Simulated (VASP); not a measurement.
SnGeTe3:

```
Sn Ge Te
1.0
     5.27561    0.00000    0.00000
     0.00000    5.27561    0.00000
     0.00000    0.00000    5.27561
Sn Ge Te
1 1 3
Direct
  0.00000 0.00000 0.00000
  0.50000 0.50000 0.50000
  0.00000 0.50000 0.50000
  0.50000 0.00000 0.50000
  0.50000 0.50000 0.00000
```

```yaml
Program: VASP 6.6.1
Task: relaxation of cell and atoms
Functional: PBE
Potentials_or_basis: VASP PAW PBE potentials, release 64 (Sn_d, Ge_d, Te)
Cutoff: 500 eV
k_mesh: 4 × 4 × 4
Occupations: gaussian, width 0.1 eV
Spin: no spin polarisation
```

At the start: pressure 5.1 GPa; volume 29.37 Å³/atom.

Question: How do energy, volume and symmetry change on relaxing?

Answer: Over 3 steps the energy falls by 44.6 meV/atom and the volume is 32.44 Å³/atom (+10.5 %); space group Pm-3m (No. 221, to 0.05 Å).

Step by step:
| step | energy change (eV) | largest force (eV/Å) | pressure (GPa) | volume (Å³) |
| --- | --- | --- | --- | --- |
| 1 | 0.0000 | 0.0000 | 5.09 | 146.83 |
| 2 | -0.2024 | 0.0000 | -1.20 | 167.57 |
| 3 | -0.2230 | 0.0000 | 0.02 | 162.18 |

Final structure:
```cif
data_structure
_symmetry_space_group_name_H-M 'P 1'
_symmetry_Int_Tables_number 1
_cell_length_a 5.4534
_cell_length_b 5.4534
_cell_length_c 5.4534
_cell_angle_alpha 90.000
_cell_angle_beta 90.000
_cell_angle_gamma 90.000
_cell_volume 162.18
loop_
_atom_site_label
_atom_site_type_symbol
_atom_site_fract_x
_atom_site_fract_y
_atom_site_fract_z
_atom_site_occupancy
Sn1 Sn 0.00000 0.00000 0.00000 1
Ge1 Ge 0.50000 0.50000 0.50000 1
Te1 Te 0.00000 0.50000 0.50000 1
Te2 Te 0.50000 0.00000 0.50000 1
Te3 Te 0.50000 0.50000 0.00000 1
```
